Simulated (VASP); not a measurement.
# SnO2 (I4_1/amd) in VASP: further runs

Runs on SnO2. Level: LDA. Tasks: single point.

Program: VASP 6.6.1. These are calculated values, not measurements. Logs are shortened: lines on timing, memory, paths and dates and some standing lists are left out, and cuts for length are marked.

## 1. The cell of the first run

Symmetry: I4_1/amd, No. 141, tetragonal system. Conventional cell: a = 3.972 Å, b = 3.972 Å, c = 10.129 Å, α = 90.00°, β = 90.00°, γ = 90.00°. Sn (site symmetry -4m2) has 6 O at 2.04 to 2.06 Å within 2.7 Å. O (site symmetry 2mm) has 3 Sn at 2.04 to 2.06 Å and 2 O at 2.54 Å within 2.7 Å.

## 2. Single point, LDA (strain -0.0050 x Voigt [0, 0, 1, 0, 0, 0])

INCAR

```
SYSTEM = SnO2
PREC = Accurate
ENCUT = 520
EDIFF = 1E-6
ISMEAR = 0
SIGMA = 0.05
LREAL = .FALSE.
LASPH = .TRUE.
NELM = 100
ALGO = Normal
ISIF = 2
LWAVE = .FALSE.
LCHARG = .FALSE.
GGA = CA
NBANDS = 35
```

KPOINTS

```
regular mesh
0
G
  10 10 10
  0 0 0
```

POSCAR

```
SnO2
1.0
   -1.9861130355      1.9861130355      5.0647169536
    1.9861130355     -1.9861130355      5.0647169536
    1.9861130355      1.9861130355     -5.0647169536
Sn O
2 4
Direct
    0.7500000000      0.2500000000      0.5000000000
    0.0000000000      0.0000000000      0.0000000000
    0.7969975836      0.7969975836      0.0000000000
    0.9530024164      0.4530024164      0.5000000000
    0.2030024164      0.2030024164      0.0000000000
    0.5469975836      0.0469975836      0.5000000000
```

Potentials or basis: VASP PAW LDA potentials, release 64 (Sn_d, O).

Started as:

```sh
cat potpaw_LDA.64/Sn_d/POTCAR potpaw_LDA.64/O/POTCAR > POTCAR
mpirun -np 1 vasp_std > vasp.out
```

OUTCAR:

```text
SYSTEM = SnO2
   PREC = Accurate
   ENCUT = 520
   EDIFF = 1E-6
   ISMEAR = 0
   LREAL = .FALSE.
   LASPH = .TRUE.
   NELM = 100
   ISIF = 2
   GGA = CA

 ion  position               nearest neighbor table
   1  0.750  0.250  0.500-   3 2.04   5 2.04   3 2.04   5 2.04   4 2.06   6 2.06   2 3.22   2 3.22
                             2 3.22   2 3.22
   2  0.000  0.000  0.000-   6 2.04   4 2.04   6 2.04   4 2.04   3 2.06   5 2.06   1 3.22   1 3.22
                             1 3.22   1 3.22
   3  0.797  0.797  0.000-   1 2.04   1 2.04   2 2.06
   4  0.953  0.453  0.500-   2 2.04   2 2.04   1 2.06
   5  0.203  0.203  0.000-   1 2.04   1 2.04   2 2.06
   6  0.547  0.047  0.500-   2 2.04   2 2.04   1 2.06

  LATTYP: Found a body centered tetragonal cell.
 ALAT       =     3.9722260710
 C/A-ratio  =     2.5500648065

  Lattice vectors:

 A1 = (  -1.9861130355,   1.9861130355,   5.0647169536)
 A2 = (   1.9861130355,  -1.9861130355,   5.0647169536)
 A3 = (   1.9861130355,   1.9861130355,  -5.0647169536)

Analysis of symmetry for initial positions (statically):
=====================================================================
 Subroutine PRICEL returns:
 Original cell was already a primitive cell.

 Routine SETGRP: Setting up the symmetry group for a
 body centered tetragonal supercell.

 Subroutine GETGRP returns: Found 16 space group operations
 (whereof  8 operations were pure point group operations)
 out of a pool of 16 trial point group operations.

The static configuration has the point symmetry D_2d.
 The point group associated with its full space group is D_4h.

Analysis of symmetry for dynamics (positions and initial velocities):
=====================================================================
 Subroutine PRICEL returns:
 Original cell was already a primitive cell.

 Routine SETGRP: Setting up the symmetry group for a
 body centered tetragonal supercell.

 Subroutine GETGRP returns: Found 16 space group operations
 (whereof  8 operations were pure point group operations)
 out of a pool of 16 trial point group operations.

The dynamic configuration has the point symmetry D_2d.
 The point group associated with its full space group is D_4h.

 Subroutine INISYM returns: Found 16 space group operations
 (whereof  8 operations are pure point group operations),
 and found     1 'primitive' translations

----------------------------------------------------------------------------------------
[... 99 lines left out ...]
   ENCUT  =  520.0 eV  38.22 Ry    6.18 a.u.  10.77 10.77 10.77*2*pi/ulx,y,z
   NELM   =    100;   NELMIN=  2; NELMDL= -5     # of ELM steps
   EDIFF  = 0.1E-05   stopping-criterion for ELM
   LREAL  =      F    real-space projection
   EDIFFG = 0.1E-04   stopping-criterion for IOM
   NSW    =      0    number of steps for IOM
   IBRION =     -1    ionic relax: 0-MD 1-quasi-New 2-CG
   NFREE  =      0    steps in history (QN), initial steepest desc. (CG)
   ISIF   =      2    stress and relaxation
   ISYM   =      2    0-nonsym 1-usesym 2-fastsym
   POTIM  = 0.5000    time-step for ionic-motion
   TEBEG  =    0.0;   TEEND  =   0.0 temperature during run
   PSTRESS=    0.0 pullay stress
   NELECT =      52.0000    total number of electrons
   NUPDOWN=      -1.0000    fix difference up-down
   EMIN   =  10.00;   EMAX   =-10.00  energy-range for DOS
   EFERMI =   0.00;   METHOD = LEGACY
   ISMEAR =     0;   SIGMA  =   0.05  broadening in eV -4-tet -1-fermi 0-gaus
   EFERMI_NEDOS =   21; number of points for ismear=-14 and -15
   IALGO  =     38    algorithm
   IMIX   =      4    mixing-type and parameters
     AMIX     =   0.40;   BMIX     =  1.00
     AMIX_MAG =   1.60;   BMIX_MAG =  1.00
  volume/ion in A,a.u.               =      13.32        89.88
  Fermi-wavevector in a.u.,A,eV,Ry     =   1.418627  2.680816 27.381763  2.012503
  Thomas-Fermi vector in A             =   2.539733
   LORBIT       =      0    0 simple, 1 ext, 2 COOP (PROOUT), +10 PAW based schemes
   GGA     = CA    functional components
   LHFCALC =     F    Hartree Fock is set to
   AEXX    =    0.0000 exact exchange contribution
   IVDW    =     0    specifies the selected vdW correction
   LEPSILON=     F    determine dielectric tensor
   LRPA    =     F    only Hartree local field effects (RPA)
 non-spin polarized calculation
 Gauss-broadening in eV      SIGMA  =   0.05
  energy-cutoff  :      520.00
  volume of cell :       79.91
 maximum number of plane-waves:      2195
 NGX is ok and might be reduce to    48
   NGX = 21   NGY = 21   NGZ = 21

 number of electron      52.0000001 magnetization

 Free energy of the ion-electron system (eV)
  ---------------------------------------------------
  ext. energy  EPLUGINS =         0.00000000
  ---------------------------------------------------
  free energy    TOTEN  =       -41.72915247 eV

  energy without entropy =      -41.72915247  energy(sigma->0) =      -41.72915247

 E-fermi :   4.2861     XC(G=0): -10.9925

 val. band max:        3.9952384751   @ k =   0.3000   0.3000   0.2000
 cond. band min:       5.8313618260   @ k =   0.0000   0.0000   0.0000
 fundamental gap:      1.8361233508
 Fermi energy:         4.2860854813

 k-point     1 :       0.0000    0.0000    0.0000
  band No.  band energies     occupation
      1     -16.3125      2.00000
      2     -16.2712      2.00000
      3     -16.1190      2.00000
      4     -15.5654      2.00000
      5     -15.4191      2.00000
      6     -15.4191      2.00000
[... 901 lines left out ...]
     34      15.2835      0.00000
     35      16.6068      0.00000

 [... further k-points ...]
[... 5 lines left out ...]
  --------------------------------------------------------------------------------------
  -------------------------------------------------------------------------------------
  Total        0.7184552      0.7184552      1.5907391      0.0000000      0.0000000      0.0000000
  in kB       14.4041349     14.4041349     31.8923440      0.0000000      0.0000000      0.0000000
  external PRESSURE =      20.2335380 kB  Pullay stress =       0.0000000 kB

 VOLUME and BASIS-vectors are now :
 -----------------------------------------------------------------------------
  energy-cutoff  :      520.00
  volume of cell :       79.91
      direct lattice vectors                 reciprocal lattice vectors
    -1.986113036  1.986113036  5.064716954     0.000000000  0.251748008  0.098722200
     1.986113036 -1.986113036  5.064716954     0.251748008  0.000000000  0.098722200
     1.986113036  1.986113036 -5.064716954     0.251748008  0.251748008  0.000000000

 POSITION                                       TOTAL-FORCE (eV/Angst)
 -----------------------------------------------------------------------------------
     -0.00000      1.98611      2.53236        -0.000000     -0.000000     -0.000000
      0.00000      0.00000      0.00000        -0.000000     -0.000000      0.000000
      0.00000      0.00000      8.07313         0.000000     -0.000000     -0.136821
     -0.00000      1.98611      4.58866        -0.000000      0.000000      0.136821
      0.00000      0.00000      2.05630         0.000000     -0.000000      0.136821
      0.00000      1.98611      0.47606        -0.000000      0.000000     -0.136821
 -----------------------------------------------------------------------------------
    total drift:                                0.000000     -0.000000      0.000000

  FREE ENERGIE OF THE ION-ELECTRON SYSTEM (eV)
  ---------------------------------------------------
  free  energy   TOTEN  =       -41.7291524749 eV

  energy  without entropy=      -41.7291524749  energy(sigma->0) =      -41.72915247
```

OSZICAR:

```text
N       E                     dE             d eps       ncg     rms          rms(c)
DAV:   1     0.642697047015E+03    0.64270E+03   -0.25529E+04  7878   0.226E+03
DAV:   2     0.566679265967E+02   -0.58603E+03   -0.55151E+03  7748   0.609E+02
DAV:   3    -0.425312767339E+02   -0.99199E+02   -0.97411E+02  7619   0.211E+02
DAV:   4    -0.479863382430E+02   -0.54551E+01   -0.54111E+01  8982   0.539E+01
DAV:   5    -0.481353304784E+02   -0.14899E+00   -0.14875E+00  8751   0.937E+00    0.161E+01
DAV:   6    -0.417717420887E+02    0.63636E+01   -0.18186E+01 11599   0.672E+01    0.641E+00
DAV:   7    -0.418240628460E+02   -0.52321E-01   -0.22334E+00  7873   0.826E+00    0.327E+00
DAV:   8    -0.417460712454E+02    0.77992E-01   -0.25927E-01 11166   0.493E+00    0.778E-01
DAV:   9    -0.417289562335E+02    0.17115E-01   -0.49027E-02 11361   0.361E+00    0.146E-01
DAV:  10    -0.417291311647E+02   -0.17493E-03   -0.43005E-03 10205   0.617E-01    0.559E-02
DAV:  11    -0.417291509919E+02   -0.19827E-04   -0.30862E-04 11471   0.229E-01    0.189E-02
DAV:  12    -0.417291576736E+02   -0.66818E-05   -0.41849E-05  8593   0.485E-02    0.171E-02
DAV:  13    -0.417291523181E+02    0.53556E-05   -0.21368E-05  9387   0.644E-02    0.262E-03
DAV:  14    -0.417291524749E+02   -0.15688E-06   -0.27112E-06  6169   0.151E-02
   1 F= -.41729152E+02 E0= -.41729152E+02  d E =-.701065E-18
```

Run time: 7.9 min. Hardware: 1 thread of Intel Xeon Platinum 8259CL at 2.50GHz (Skylake/Cascade Lake), shared host; peak memory 0.4 GiB.

What came out:

```
Free energy            : -41.7292 eV
Pressure               : 2.0 GPa
Largest force          : 0.137 eV/Å
Band gap on the k mesh : 1.84 eV (least direct gap 2.24 eV)
```

Forces in eV/Å, atoms in the order of the input:
```
Sn   0.000  0.000  0.000
Sn   0.000  0.000  0.000
O    0.000  0.000 -0.137
O    0.000  0.000  0.137
O    0.000  0.000  0.137
O    0.000  0.000 -0.137
```

Stress tensor (GPa, compression positive):
```
1.44 0.00 0.00
0.00 1.44 0.00
0.00 0.00 3.19
```

Caveat: the cell differs from its parent crystal (strain -0.0050 x Voigt [0, 0, 1, 0, 0, 0]); spin-orbit coupling is left out, which moves the levels of the heavy elements. A k mesh can miss the band edges.

(Continued in part 2 of 3.)
